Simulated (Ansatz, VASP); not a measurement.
One calculation of Al3P2, two programs

```xyz
5
Lattice="3.4378 0.0000 0.0000 0.0000 3.4378 0.0000 0.0000 0.0000 7.2636" Properties=species:S:1:pos:R:3 pbc="T T T"
Al    1.7189    1.7189    0.0000
Al    0.0000    0.0000    1.5257
Al    0.0000    0.0000    5.7379
P     0.0000    1.7189    3.6318
P     1.7189    0.0000    3.6318
```

Alike in both runs: functional PBE; k mesh 6 × 6 × 4; occupations gaussian, width 0.1 eV; no spin polarisation.

Ansatz relaxed the structure, and its values are those at the end. VASP's run is a single point on that final structure, the one shown.

|  | VASP | Ansatz |
| --- | --- | --- |
| version | VASP 6.6.1 | Ansatz 0.2.0 |
| potentials or method | VASP PAW PBE potentials, release 64 (Al, P), cutoff 520 eV | scalar-relativistic, plane waves, PAW |
| valence electrons in the cell | 19 | 19 |

```tsv
	VASP	Ansatz	Ansatz less VASP
gap on the k mesh at the Fermi level (eV)	none	none	-
pressure (GPa)	-0.2	-0.1	+0.10
rms of the force components (eV/Å)	0.007	0.005	-0.0020
```

A gap of «none» marks a metal or a gap that the smearing closes. With one functional, cell and mesh, what is left measures potentials, basis and numerics.
